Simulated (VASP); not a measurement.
# SiC (P6_3mc) in VASP: single point with PBE

Aim: the single point of SiC with PBE.

Program: VASP 6.6.1. These are calculated values, not measurements. Logs are shortened: lines on timing, memory, paths and dates and some standing lists are left out, and cuts for length are marked.

### Step 1. The cell of the first run

It takes space group P6_3mc (No. 186, hexagonal). The conventional cell has a = 3.076 Å, b = 3.076 Å, c = 5.048 Å, α = 90.00°, β = 90.00°, γ = 120.00°. Within 2.5 Å of Si (site symmetry 3m) lie 4 C at 1.87 to 1.94 Å. C (site symmetry 3m) has 4 Si at 1.87 to 1.94 Å within 2.5 Å.

### Step 2. Single point, PBE

Input file INCAR:

```
SYSTEM = SiC
PREC     = Accurate       ! precision mode
ENCUT    = 600            ! plane-wave cutoff, eV
EDIFF    = 1E-6           ! SCF threshold, eV
ISMEAR   = -1             ! smearing method
SIGMA    = 0.02           ! smearing width, eV
LREAL    = .FALSE.        ! projectors in reciprocal space
LASPH    = .TRUE.         ! aspherical terms in the spheres
NELM     = 120            ! most SCF steps
ALGO     = Normal         ! electronic algorithm
ISIF     = 2              ! what is computed and relaxed
LWAVE    = .FALSE.        ! write WAVECAR
LCHARG   = .TRUE.         ! write CHGCAR
GGA      = PE             ! functional
LELF     = .TRUE.         ! ELF
LVHAR    = .TRUE.       
NBANDS   = 46             ! bands
GGA_COMPAT= .FALSE.
```

Input file KPOINTS:

```
regular mesh
0
G
  3 3 2
  0 0 0
```

Input file POSCAR:

```
SiC
1.0
    6.1519999976      0.0000000000      0.0000000000
   -3.0759999988      5.3277882820      0.0000000000
    0.0000000000      0.0000000000      5.0480000000
Si C
8 8
Direct
    0.1666666667      0.3333333333      0.0000000000
    0.3333333333      0.1666666667      0.5000000000
    0.1666666667      0.8333333333      0.0000000000
    0.3333333333      0.6666666667      0.5000000000
    0.6666666667      0.3333333333      0.0000000000
    0.8333333333      0.1666666667      0.5000000000
    0.6666666667      0.8333333333      0.0000000000
    0.8333333333      0.6666666667      0.5000000000
    0.1666666667      0.3333333333      0.3850000000
    0.3333333333      0.1666666667      0.8850000000
    0.1666666667      0.8333333333      0.3850000000
    0.3333333333      0.6666666667      0.8850000000
    0.6666666667      0.3333333333      0.3850000000
    0.8333333333      0.1666666667      0.8850000000
    0.6666666667      0.8333333333      0.3850000000
    0.8333333333      0.6666666667      0.8850000000
```

Potentials or basis: VASP PAW PBE potentials, release 64 (Si, C).

Started as:

```console
$ cat potpaw_PBE.64/Si/POTCAR potpaw_PBE.64/C/POTCAR > POTCAR
$ mpirun -np 1 vasp_std > vasp.out
```

OUTCAR:

```text
SYSTEM = SiC
   PREC = Accurate
   ENCUT = 600
   EDIFF = 1E-6
   ISMEAR = -1
   LREAL = .FALSE.
   LASPH = .TRUE.
   NELM = 120
   ISIF = 2
   GGA = PE

 ion  position               nearest neighbor table
   1  0.167  0.333  0.000-  10 1.87  12 1.87  14 1.87   9 1.94   3 3.08   7 3.08   3 3.08   7 3.08
                             5 3.08   5 3.08   2 3.09   2 3.09   4 3.09   4 3.09   6 3.09   6 3.09
   2  0.333  0.167  0.500-   9 1.87  11 1.87  13 1.87  10 1.94   4 3.08   8 3.08   4 3.08   8 3.08
                             6 3.08   6 3.08   1 3.09   1 3.09   3 3.09   3 3.09   5 3.09   5 3.09
   3  0.167  0.833  0.000-  12 1.87  10 1.87  16 1.87  11 1.94   1 3.08   5 3.08   1 3.08   5 3.08
                             7 3.08   7 3.08   4 3.09   4 3.09   2 3.09   2 3.09   8 3.09   8 3.09
   4  0.333  0.667  0.500-  11 1.87   9 1.87  15 1.87  12 1.94   2 3.08   6 3.08   2 3.08   6 3.08
                             8 3.08   8 3.08   3 3.09   3 3.09   1 3.09   1 3.09   7 3.09   7 3.09
   5  0.667  0.333  0.000-  14 1.87  16 1.87  10 1.87  13 1.94   3 3.08   7 3.08   7 3.08   3 3.08
                             1 3.08   1 3.08   6 3.09   6 3.09   8 3.09   8 3.09   2 3.09   2 3.09
   6  0.833  0.167  0.500-  13 1.87  15 1.87   9 1.87  14 1.94   4 3.08   8 3.08   8 3.08   4 3.08
                             2 3.08   2 3.08   5 3.09   5 3.09   7 3.09   7 3.09   1 3.09   1 3.09
   7  0.667  0.833  0.000-  16 1.87  14 1.87  12 1.87  15 1.94   1 3.08   5 3.08   5 3.08   1 3.08
                             3 3.08   3 3.08   8 3.09   8 3.09   6 3.09   6 3.09   4 3.09   4 3.09
   8  0.833  0.667  0.500-  15 1.87  13 1.87  11 1.87  16 1.94   2 3.08   6 3.08   6 3.08   2 3.08
                             4 3.08   4 3.08   7 3.09   7 3.09   5 3.09   5 3.09   3 3.09   3 3.09
   9  0.167  0.333  0.385-   2 1.87   4 1.87   6 1.87   1 1.94
[... 14 lines left out ...]
 A1 = (   6.1519999976,   0.0000000000,   0.0000000000)
 A2 = (  -3.0759999988,   5.3277882820,   0.0000000000)
 A3 = (   0.0000000000,   0.0000000000,   5.0480000000)

Analysis of symmetry for initial positions (statically):
=====================================================================
 Subroutine PRICEL returns following result:

  LATTYP: Found a hexagonal cell.
 ALAT       =     3.0759999988
 C/A-ratio  =     1.6410923283

  Lattice vectors:

 A1 = (   3.0759999988,   0.0000000000,   0.0000000000)
 A2 = (  -1.5379999994,   2.6638941410,   0.0000000000)
 A3 = (   0.0000000000,   0.0000000000,   5.0480000000)

   4 primitive cells build up your supercell.

 Routine SETGRP: Setting up the symmetry group for a
 hexagonal supercell.

 Subroutine GETGRP returns: Found 12 space group operations
 (whereof  6 operations were pure point group operations)
 out of a pool of 24 trial point group operations.

The static configuration has the point symmetry C_3v.
 The point group associated with its full space group is C_6v.
[... 121 lines left out ...]
   NELECT =      64.0000    total number of electrons
   NUPDOWN=      -1.0000    fix difference up-down
   EMIN   =  10.00;   EMAX   =-10.00  energy-range for DOS
   EFERMI =   0.00;   METHOD = LEGACY
   ISMEAR =    -1;   SIGMA  =   0.02  broadening in eV -4-tet -1-fermi 0-gaus
   EFERMI_NEDOS =   21; number of points for ismear=-14 and -15
   IALGO  =     38    algorithm
   IMIX   =      4    mixing-type and parameters
     AMIX     =   0.40;   BMIX     =  1.00
     AMIX_MAG =   1.60;   BMIX_MAG =  1.00
  volume/ion in A,a.u.               =      10.34        69.78
  Fermi-wavevector in a.u.,A,eV,Ry     =   1.192817  2.254098 19.358549  1.422813
  Thomas-Fermi vector in A             =   2.328847
   LORBIT       =      0    0 simple, 1 ext, 2 COOP (PROOUT), +10 PAW based schemes
   GGA     = PE    functional components
   LHFCALC =     F    Hartree Fock is set to
   AEXX    =    0.0000 exact exchange contribution
   IVDW    =     0    specifies the selected vdW correction
   LEPSILON=     F    determine dielectric tensor
   LRPA    =     F    only Hartree local field effects (RPA)
 non-spin polarized calculation
  energy-cutoff  :      600.00
  volume of cell :      165.46
 maximum number of plane-waves:      5553
 NGX is ok and might be reduce to    50
   NGX = 25   NGY = 25   NGZ = 21

 number of electron      64.0000000 magnetization

 Free energy of the ion-electron system (eV)
  ---------------------------------------------------
  ext. energy  EPLUGINS =         0.00000000
  ---------------------------------------------------
  free energy    TOTEN  =      -120.26839945 eV

  energy without entropy =     -120.26839945  energy(sigma->0) =     -120.26839945

 E-fermi :   8.8758     XC(G=0): -11.3473

 val. band max:        8.4094979020   @ k =   0.0000   0.0000   0.0000
 cond. band min:      10.7322780386   @ k =   0.3333   0.3333   0.0000
 fundamental gap:      2.3227801366
 Fermi energy:         8.8758413673

 k-point     1 :       0.0000    0.0000    0.0000
  band No.  band energies     occupation
      1      -7.3139      2.00000
      2      -3.9817      2.00000
      3      -3.9817      2.00000
      4      -3.9817      2.00000
      5      -3.8106      2.00000
      6      -2.5229      2.00000
[... 271 lines left out ...]
     43      15.7463      0.00000
     44      15.7463      0.00000
 [bands above 44 left out]

------------------------ aborting loop because EDIFF is reached ----------------------------------------

  FORCE on cell =-STRESS in cart. coord.  units (eV):
  Direction    XX          YY          ZZ          XY          YZ          ZX
  --------------------------------------------------------------------------------------
  -------------------------------------------------------------------------------------
  Total        5.1233135      5.1233135      0.8779278      0.0000000      0.0000000      0.0000000
  in kB       49.6111031     49.6111031      8.5013275      0.0000000      0.0000000      0.0000000
  external PRESSURE =      35.9078446 kB  Pullay stress =       0.0000000 kB

 VOLUME and BASIS-vectors are now :
 -----------------------------------------------------------------------------
  energy-cutoff  :      600.00
  volume of cell :      165.46
      direct lattice vectors                 reciprocal lattice vectors
     6.151999998  0.000000000  0.000000000     0.162548765  0.093847573  0.000000000
    -3.075999999  5.327788282  0.000000000     0.000000000  0.187695146  0.000000000
     0.000000000  0.000000000  5.048000000     0.000000000  0.000000000  0.198098257

 POSITION                                       TOTAL-FORCE (eV/Angst)
 -----------------------------------------------------------------------------------
      0.00000      1.77593      0.00000         0.000000     -0.000000      0.722282
      1.53800      0.88796      2.52400         0.000000     -0.000000      0.722282
     -1.53800      4.43982      0.00000         0.000000     -0.000000      0.722282
     -0.00000      3.55186      2.52400         0.000000     -0.000000      0.722282
      3.07600      1.77593      0.00000         0.000000     -0.000000      0.722282
      4.61400      0.88796      2.52400         0.000000     -0.000000      0.722282
[... 8 lines left out ...]
      1.53800      4.43982      1.94348        -0.000000     -0.000000     -0.722282
      3.07600      3.55186      4.46748         0.000000      0.000000     -0.722282
 -----------------------------------------------------------------------------------
    total drift:                                0.000000      0.000000     -0.000608

  FREE ENERGIE OF THE ION-ELECTRON SYSTEM (eV)
  ---------------------------------------------------
  free  energy   TOTEN  =      -120.2683994519 eV

  energy  without entropy=     -120.2683994519  energy(sigma->0) =     -120.26839945
```

OSZICAR:

```text
N       E                     dE             d eps       ncg     rms          rms(c)
DAV:   1     0.203272796544E+03    0.20327E+03   -0.32210E+04   552   0.142E+03
DAV:   2    -0.115686711987E+03   -0.31896E+03   -0.30107E+03   692   0.234E+02
DAV:   3    -0.134899300176E+03   -0.19213E+02   -0.19035E+02   720   0.543E+01
DAV:   4    -0.135240984333E+03   -0.34168E+00   -0.34091E+00   696   0.811E+00
DAV:   5    -0.135248903376E+03   -0.79190E-02   -0.79108E-02   682   0.118E+00    0.250E+01
DAV:   6    -0.120708267446E+03    0.14541E+02   -0.44878E+01   674   0.218E+01    0.111E+01
DAV:   7    -0.120331053684E+03    0.37721E+00   -0.39252E+00   714   0.671E+00    0.490E+00
DAV:   8    -0.120270482897E+03    0.60571E-01   -0.23007E-01   650   0.182E+00    0.116E+00
DAV:   9    -0.120267239544E+03    0.32434E-02   -0.30567E-02   688   0.691E-01    0.224E-01
DAV:  10    -0.120268289358E+03   -0.10498E-02   -0.31702E-03   664   0.211E-01    0.105E-01
DAV:  11    -0.120268393414E+03   -0.10406E-03   -0.42182E-04   626   0.895E-02    0.281E-02
DAV:  12    -0.120268397483E+03   -0.40690E-05   -0.18349E-05   692   0.178E-02    0.650E-03
DAV:  13    -0.120268399400E+03   -0.19164E-05   -0.16430E-06   472   0.550E-03    0.383E-03
DAV:  14    -0.120268399452E+03   -0.52061E-07   -0.14308E-07   374   0.173E-03
   1 F= -.12026840E+03 E0= -.12026840E+03  d E =-.403814E-11
```

It took 2.2 min on 1 thread of Intel Xeon 8259CL, shared host; peak memory 0.31 GiB.

Results:

| Property | Result |
| --- | --- |
| Free energy | -120.2684 eV |
| Pressure | 3.6 GPa |
| Largest force | 0.722 eV/Å |
| Band gap on the k mesh | 2.32 eV |

Forces on the atoms (eV/Å):
```
Si   0.000  0.000  0.722
Si   0.000  0.000  0.722
Si   0.000  0.000  0.722
Si   0.000  0.000  0.722
Si   0.000  0.000  0.722
Si   0.000  0.000  0.722
Si   0.000  0.000  0.722
Si   0.000  0.000  0.722
C    0.000  0.000 -0.722
C    0.000  0.000 -0.722
C    0.000  0.000 -0.722
C    0.000  0.000 -0.722
C    0.000  0.000 -0.722
C    0.000  0.000 -0.722
C    0.000  0.000 -0.722
C    0.000  0.000 -0.722
```

Stress tensor (GPa, compression positive):
```
4.96 0.00 0.00
0.00 4.96 0.00
0.00 0.00 0.85
```

Caveat: the k points lie up to 0.62 Å⁻¹ apart.
